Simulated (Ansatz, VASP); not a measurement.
One calculation of BP, two programs

INCAR

```
PREC = Accurate
ENCUT = 520
EDIFF = 1E-7
ISMEAR = 0
SIGMA = 0.01
LREAL = False
LASPH = True
NELM = 100
ALGO = Normal
ISIF = 2
LWAVE = False
LCHARG = True
GGA = PE
LELF = True
LVHAR = True
NBANDS = 11
```

File KPOINTS:

```
regular mesh
0
Gamma
  10 10 10
```

Contents of POSCAR:

```
BP
1.0
    0.0000000000      2.2683155573      2.2683155573
    2.2683155573      0.0000000000      2.2683155573
    2.2683155573      2.2683155573      0.0000000000
B P
1 1
Direct
    0.0000000000      0.0000000000      0.0000000000
    0.2500000000      0.2500000000      0.2500000000
```

Input for Ansatz:

```yaml
crystal:
  lattice:
    - [0.0, 2.2683155573, 2.2683155573]
    - [2.2683155573, 0.0, 2.2683155573]
    - [2.2683155573, 2.2683155573, 0.0]
  atoms:
    - { symbol: B, position: [0.0, 0.0, 0.0] }
    - { symbol: P, position: [0.25, 0.25, 0.25] }
kpoints:
  mp_grid: { grid: [10, 10, 10] }
  band_path:
    path:
      - [0.0, 0.0, 0.0]
      - [-0.5, -0.5, 0.0]
      - [-0.375, -0.375, 0.25]
      - [-0.375, 0.0, 0.375]
      - [0.0, 0.0, 0.5]
      - [-0.5, -0.25, 0.25]
      - [0.0, 0.414062, 0.414062]
    npoints: 1
hamiltonian:
  xc: pbe
scf:
  occupations: { method: fixed }
  n_extra_bands: 4
output:
  forces: true
  stress: true
  eigenvalues: true
```

Alike in both runs: task single point; functional PBE; k mesh 10 × 10 × 10; no spin polarisation.

|  | VASP | Ansatz |
| --- | --- | --- |
| version | VASP 6.6.1 | Ansatz 0.2.0 |
| potentials or method | VASP PAW PBE potentials, release 64 (B, P) | plane waves, PAW |
| plane-wave cutoff (eV) | 520 | 420 |
| occupations | gaussian, width 0.01 eV | fixed |
| valence electrons in the cell | 8 | 8 |

Ansatz gave:

```
gap on the k mesh at the Fermi level (eV) : 1.24
pressure (GPa)                            : 1.3
```

Problem. What did VASP give for the same quantities?

Solution. gap on the k mesh at the Fermi level (eV): 1.24; pressure (GPa): 1.0.
